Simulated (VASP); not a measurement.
# LiSi16 (a cell with a defect) in VASP: notebook, part 2 of 3

VASP 6.6.1. The steps go on from the part before.

## Step 3: Single point, LDA

INCAR

```
SYSTEM = LiSi16
  PREC = Accurate
  ENCUT = 520
  EDIFF = 1E-7
  ISMEAR = 0
  SIGMA = 0.02
  LREAL = Auto
  LASPH = .TRUE.
  NELM = 60
  ALGO = Normal
  ISIF = 2
  LWAVE = .FALSE.
  LCHARG = .FALSE.
  GGA = CA
  NBANDS = 48
  NELECT = 66.0
```

KPOINTS

```
Automatic mesh
0
G
  2 2 2
  0 0 0
```

POSCAR

```
LiSi16
1.0
    0.0000000000      5.4300000000      5.4300000000
    5.4300000000      0.0000000000      5.4300000000
    5.4300000000      5.4300000000      0.0000000000
Si Li
16 1
Direct
   -0.0025976980      0.0071879374     -0.0024214549
    0.1232086556      0.1346604052      0.1233679558
   -0.0052851750      0.0105430018      0.4972540516
    0.1232205341      0.1346592081      0.6185135359
   -0.0013537753      0.5135421731     -0.0011779006
    0.1201790976      0.6389231123      0.1203374770
   -0.0013558011      0.5135268877      0.4887572744
    0.1241580110      0.6367526703      0.6194171271
    0.4970940147      0.0105256906     -0.0051105893
    0.6183404236      0.1346569982      0.1233877532
    0.4970980663      0.0105024862      0.4972606814
    0.6221459484      0.1329573665      0.6223220074
    0.4885940147      0.5135157459     -0.0011805709
    0.6192453959      0.6367402394      0.1243374770
    0.4979627993      0.5055246777      0.4981322284
    0.6192514733      0.6367232965      0.6194279006
    0.8699427256      0.3898156538      0.8700471455
```

Potentials or basis: VASP PAW LDA potentials, release 64 (Si, Li_sv).

On the command line:

```console
> cat potpaw_LDA.64/Si/POTCAR potpaw_LDA.64/Li_sv/POTCAR > POTCAR
> mpirun -np 1 vasp_std > vasp.out
```

OUTCAR:

```text
SYSTEM = LiSi16
   PREC = Accurate
   ENCUT = 520
   EDIFF = 1E-7
   ISMEAR = 0
   LREAL = Auto
   LASPH = .TRUE.
   NELM = 60
   ISIF = 2
   GGA = CA
   NELECT = 66.0

 ion  position               nearest neighbor table
   1  0.997  0.007  0.998-   6 2.31  10 2.38   4 2.38   2 2.38  17 2.40
   2  0.123  0.135  0.123-   9 2.34   3 2.34   5 2.38   1 2.38  17 2.75
   3  0.995  0.011  0.497-  12 2.34   8 2.34   4 2.34   2 2.34
   4  0.123  0.135  0.619-  11 2.34   3 2.34   7 2.38   1 2.38  17 2.75
   5  0.999  0.514  0.999-   6 2.31   2 2.38  14 2.38   8 2.38  17 2.39
   6  0.120  0.639  0.120-   1 2.31  13 2.31   7 2.31   5 2.31
   7  0.999  0.514  0.489-   6 2.31   4 2.38  16 2.38   8 2.38  17 2.39
   8  0.124  0.637  0.619-   3 2.34  15 2.34   7 2.38   5 2.38  17 2.72
   9  0.497  0.011  0.995-  12 2.34  14 2.34  10 2.34   2 2.34
  10  0.618  0.135  0.123-  11 2.34   9 2.34  13 2.38   1 2.38  17 2.75
  11  0.497  0.011  0.497-  12 2.34  16 2.34  10 2.34   4 2.34
  12  0.622  0.133  0.622-  15 2.34  11 2.34   9 2.34   3 2.34
  13  0.489  0.514  0.999-   6 2.31  10 2.38  16 2.38  14 2.38  17 2.39
  14  0.619  0.637  0.124-   9 2.34  15 2.34  13 2.38   5 2.38  17 2.72
  15  0.498  0.506  0.498-  12 2.34  16 2.34  14 2.34   8 2.34
  16  0.619  0.637  0.619-  11 2.34  15 2.34  13 2.38   7 2.38  17 2.72
  17  0.870  0.390  0.870-   5 2.39   7 2.39  13 2.39   1 2.40   8 2.72  14 2.72  16 2.72   2 2.75
                             4 2.75  10 2.75

  LATTYP: Found a face centered cubic cell.
 ALAT       =    10.8600000000

  Lattice vectors:

 A1 = (   0.0000000000,   5.4300000000,   5.4300000000)
 A2 = (   5.4300000000,   0.0000000000,   5.4300000000)
 A3 = (   5.4300000000,   5.4300000000,   0.0000000000)

Analysis of symmetry for initial positions (statically):
=====================================================================
 Subroutine PRICEL returns:
 Original cell was already a primitive cell.

 Routine SETGRP: Setting up the symmetry group for a
 face centered cubic supercell.

 Subroutine GETGRP returns: Found  1 space group operations
 (whereof  1 operations were pure point group operations)
 out of a pool of 48 trial point group operations.

The static configuration has the point symmetry C_1 .

Analysis of symmetry for dynamics (positions and initial velocities):
=====================================================================
 Subroutine PRICEL returns:
 Original cell was already a primitive cell.

 Routine SETGRP: Setting up the symmetry group for a
 face centered cubic supercell.

 Subroutine GETGRP returns: Found  1 space group operations
 (whereof  1 operations were pure point group operations)
 out of a pool of 48 trial point group operations.

The dynamic configuration has the point symmetry C_1 .

 Subroutine INISYM returns: Found  1 space group operations
 (whereof  1 operations are pure point group operations),
 and found     1 'primitive' translations

----------------------------------------------------------------------------------------

                                     Primitive cell

  volume of cell :     320.2060

  direct lattice vectors                    reciprocal lattice vectors
     0.000000000  5.430000000  5.430000000    -0.092081031  0.092081031  0.092081031
     5.430000000  0.000000000  5.430000000     0.092081031 -0.092081031  0.092081031
     5.430000000  5.430000000  0.000000000     0.092081031  0.092081031 -0.092081031
[... 79 lines left out ...]
   k-points           NKPTS =      8   k-points in BZ     NKDIM =      8   number of bands    NBANDS=     48
   number of dos      NEDOS =    301   number of ions     NIONS =     17
   total plane-waves  NPLWV = 216000
   dimension x,y,z NGX =    60 NGY =   60 NGZ =   60
   dimension x,y,z NGXF=   120 NGYF=  120 NGZF=  120
   ions per type =              16   1
   NGX,Y,Z   is equivalent  to a cutoff of  12.99, 12.99, 12.99 a.u.
   NGXF,Y,Z  is equivalent  to a cutoff of  25.98, 25.98, 25.98 a.u.
 SYSTEM =  LiSi16
   PREC   = accura    normal or accurate (medium, high low for compatibility)
   ISTART =      0    job   : 0-new  1-cont  2-samecut
   ICHARG =      2    charge: 1-file 2-atom 10-const
   ISPIN  =      1    spin polarized calculation?
   LNONCOLLINEAR =      F non collinear calculations
   LSORBIT =      F    spin-orbit coupling
   LASPH  =      T    aspherical Exc in radial PAW
   ENCUT  =  520.0 eV  38.22 Ry    6.18 a.u.  14.28 14.28 14.28*2*pi/ulx,y,z
   NELM   =     60;   NELMIN=  2; NELMDL= -5     # of ELM steps
   EDIFF  = 0.1E-06   stopping-criterion for ELM
   LREAL  =      T    real-space projection
   EDIFFG = 0.1E-05   stopping-criterion for IOM
   NSW    =      0    number of steps for IOM
   IBRION =     -1    ionic relax: 0-MD 1-quasi-New 2-CG
   NFREE  =      0    steps in history (QN), initial steepest desc. (CG)
   ISIF   =      2    stress and relaxation
   ISYM   =      2    0-nonsym 1-usesym 2-fastsym
   POTIM  = 0.5000    time-step for ionic-motion
   TEBEG  =    0.0;   TEEND  =   0.0 temperature during run
   PSTRESS=    0.0 pullay stress
   NELECT =      66.0000    total number of electrons
   NUPDOWN=      -1.0000    fix difference up-down
   EMIN   =  10.00;   EMAX   =-10.00  energy-range for DOS
   EFERMI =   0.00;   METHOD = LEGACY
   ISMEAR =     0;   SIGMA  =   0.02  broadening in eV -4-tet -1-fermi 0-gaus
   EFERMI_NEDOS =   21; number of points for ismear=-14 and -15
   IALGO  =     38    algorithm
   IMIX   =      4    mixing-type and parameters
     AMIX     =   0.40;   BMIX     =  1.00
     AMIX_MAG =   1.60;   BMIX_MAG =  1.00
  volume/ion in A,a.u.               =      18.84       127.11
  Fermi-wavevector in a.u.,A,eV,Ry     =   0.967044  1.827449 12.723821  0.935174
  Thomas-Fermi vector in A             =   2.096897
   LORBIT       =      0    0 simple, 1 ext, 2 COOP (PROOUT), +10 PAW based schemes
   GGA     = CA    functional components
   LHFCALC =     F    Hartree Fock is set to
   AEXX    =    0.0000 exact exchange contribution
   IVDW    =     0    specifies the selected vdW correction
   LEPSILON=     F    determine dielectric tensor
   LRPA    =     F    only Hartree local field effects (RPA)
 non-spin polarized calculation
 Gauss-broadening in eV      SIGMA  =   0.02
  energy-cutoff  :      520.00
  volume of cell :      320.21
 maximum number of plane-waves:      8646
 NGX is ok and might be reduce to    60
   NGX = 29   NGY = 29   NGZ = 29

 number of electron      66.0000000 magnetization

 Free energy of the ion-electron system (eV)
  ---------------------------------------------------
  ext. energy  EPLUGINS =         0.00000000
  ---------------------------------------------------
  free energy    TOTEN  =      -102.37347037 eV

  energy without entropy =     -102.37347037  energy(sigma->0) =     -102.37347037

 E-fermi :   6.2050     XC(G=0):  -9.6486

 val. band max:        5.9910747014   @ k =   0.0000   0.0000   0.0000
 cond. band min:       6.5148959650   @ k =   0.0000   0.0000   0.0000
 fundamental gap:      0.5238212636
 Fermi energy:         6.2049909084

 k-point     1 :       0.0000    0.0000    0.0000
  band No.  band energies     occupation
      1     -39.5202      2.00000
      2      -5.9745      2.00000
      3      -3.7120      2.00000
      4      -3.6599      2.00000
      5      -3.6599      2.00000
      6      -3.6577      2.00000
[... 373 lines left out ...]
     44      10.1846      0.00000
     45      10.2655      0.00000
 [bands above 45 left out]

------------------------ aborting loop because EDIFF is reached ----------------------------------------

  FORCE on cell =-STRESS in cart. coord.  units (eV):
  Direction    XX          YY          ZZ          XY          YZ          ZX
  --------------------------------------------------------------------------------------
  -------------------------------------------------------------------------------------
  Total       -8.4458023     -8.4431056     -8.4463656     -0.0158560     -0.0174698      0.0210597
  in kB      -42.2592720    -42.2457787    -42.2620904     -0.0793369     -0.0874118      0.1053740
  external PRESSURE =     -42.2557137 kB  Pullay stress =       0.0000000 kB

 VOLUME and BASIS-vectors are now :
 -----------------------------------------------------------------------------
  energy-cutoff  :      520.00
  volume of cell :      320.21
      direct lattice vectors                 reciprocal lattice vectors
     0.000000000  5.430000000  5.430000000    -0.092081031  0.092081031  0.092081031
     5.430000000  0.000000000  5.430000000     0.092081031 -0.092081031  0.092081031
     5.430000000  5.430000000  0.000000000     0.092081031  0.092081031 -0.092081031

 POSITION                                       TOTAL-FORCE (eV/Angst)
 -----------------------------------------------------------------------------------
      5.45588     10.83275      5.45492        -0.008961      0.008965     -0.008763
      1.40109      1.33891      1.40023        -0.006401     -0.007509     -0.006939
      2.75734      8.10139      5.45855         0.005523     -0.005718      0.004312
      4.08973      4.02762      1.40029         0.007476      0.007052     -0.007830
      8.21214     10.84625      8.21118         0.001452     -0.005936      0.001590
      4.12278      1.30601      4.12192        -0.013857      0.012390     -0.014809
[... 9 lines left out ...]
      6.82090      6.72603      6.81994         0.005580      0.008961      0.005751
      6.84106      9.44815      6.84049        -0.015718      0.013789     -0.017347
 -----------------------------------------------------------------------------------
    total drift:                                0.008079     -0.007617      0.009844

  FREE ENERGIE OF THE ION-ELECTRON SYSTEM (eV)
  ---------------------------------------------------
  free  energy   TOTEN  =      -102.3734703732 eV

  energy  without entropy=     -102.3734703732  energy(sigma->0) =     -102.37347037
```

It took 4.6 min on 1 thread of Oxide Virtual Turin-like, shared host; peak memory 0.35 GiB.

Results:

```
Free energy   : -102.3735 eV
Largest force : 0.027 eV/Å
```

Forces in eV/Å, atoms in the order of the input:
```
Si  -0.009  0.009 -0.009
Si  -0.006 -0.008 -0.007
Si   0.006 -0.006  0.004
Si   0.007  0.007 -0.008
Si   0.001 -0.006  0.002
Si  -0.014  0.012 -0.015
Si   0.007 -0.001  0.001
Si   0.005 -0.005 -0.008
Si   0.004 -0.006  0.006
Si  -0.008  0.007  0.008
Si   0.006 -0.004  0.006
Si   0.009 -0.007  0.009
Si   0.001 -0.001  0.008
Si  -0.008 -0.005  0.005
Si   0.009 -0.010  0.009
Si   0.006  0.009  0.006
Li  -0.016  0.014 -0.017
```

Levels at points of the mesh, in eV from the Fermi level:
| k point | band 31 | band 32 | band 33 | band 34 | band 35 | band 36 |
| --- | --- | --- | --- | --- | --- | --- |
| (0.00, 0.00, 0.00) | -0.22 | -0.21 | -0.21 | 0.31 | 0.31 | 0.31 |
| (0.50, 0.00, 0.00) | -1.03 | -0.94 | -0.94 | 0.87 | 1.09 | 1.09 |
| (0.00, 0.50, 0.00) | -1.03 | -0.94 | -0.94 | 0.89 | 1.07 | 1.07 |
| (0.00, 0.00, 0.50) | -1.03 | -0.94 | -0.94 | 0.87 | 1.09 | 1.09 |
| (0.50, 0.50, 0.50) | -1.03 | -0.94 | -0.94 | 0.87 | 1.09 | 1.09 |
| (0.50, 0.50, 0.00) | -1.58 | -1.53 | -1.49 | 0.76 | 0.83 | 1.88 |
| (0.00, 0.50, 0.50) | -1.58 | -1.53 | -1.49 | 0.76 | 0.83 | 1.88 |
| (0.50, 0.00, 0.50) | -1.58 | -1.53 | -1.49 | 0.76 | 0.83 | 1.88 |

Caveat: the k points lie up to 0.50 Å⁻¹ apart; the cell carries a net charge on a neutralising background, which shifts energy and pressure; the cell is charged against a uniform background, so pressure and absolute levels hang on convention; the cutoff is under 1.25 times the usual one of these potentials, so pressure, stress and relaxed cells hold a basis-set (Pulay) error.

(Part 2 of 3 ends here.)
